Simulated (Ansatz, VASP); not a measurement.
## Si: VASP beside Ansatz

Contents of INCAR:

```
ALGO = Normal
EDIFF = 1E-6
ENCUT = 520
GGA = PE
ISIF = 2
ISMEAR = 0
LASPH = T
LCHARG = F
LREAL = F
LWAVE = F
NBANDS = 11
NELM = 60
PREC = Accurate
SIGMA = 0.05
```

Contents of KPOINTS:

```
k-points
0
Gamma
  6 6 6
```

File POSCAR:

```
Si
1.0
    0.0000000000      2.7357621204      2.7357621204
    2.7357621204      0.0000000000      2.7357621204
    2.7357621204      2.7357621204      0.0000000000
Si
2
Direct
    0.5000000000      0.5000000000      0.5000000000
    0.7500000000      0.7500000000      0.7500000000
```

Input for Ansatz:

```yaml
crystal:
  lattice:
    - [0.0, 2.7357621204, 2.7357621204]
    - [2.7357621204, 0.0, 2.7357621204]
    - [2.7357621204, 2.7357621204, 0.0]
  atoms:
    - { symbol: Si, position: [0.5, 0.5, 0.5] }
    - { symbol: Si, position: [0.75, 0.75, 0.75] }
basis:
  ecutwfc: 420
  ecutrho_ratio: 4
kpoints:
  mp_grid: { grid: [6, 6, 6] }
hamiltonian:
  xc: pbe
scf:
  occupations: { method: gaussian, width: 0.05 }
output:
  forces: true
  stress: true
  eigenvalues: true
```

Alike in both runs: task single point; functional PBE; k mesh 6 × 6 × 6; occupations gaussian, width 0.05 eV; no spin polarisation.

|  | VASP | Ansatz |
| --- | --- | --- |
| version | VASP 6.6.1 | Ansatz 0.2.0 |
| potentials or method | VASP PAW PBE potentials, release 64 (Si), cutoff 520 eV | scalar-relativistic, plane waves, PAW |
| valence electrons in the cell | 8 | 8 |

|  | VASP | Ansatz | Ansatz less VASP |
| --- | --- | --- | --- |
| gap on the k mesh at the Fermi level (eV) | 0.75 | 0.75 | -0.002 |
| least direct gap on the mesh (eV) | 2.55 | 2.55 | -0.005 |
| pressure (GPa) | -0.1 | 0.0 | +0.07 |
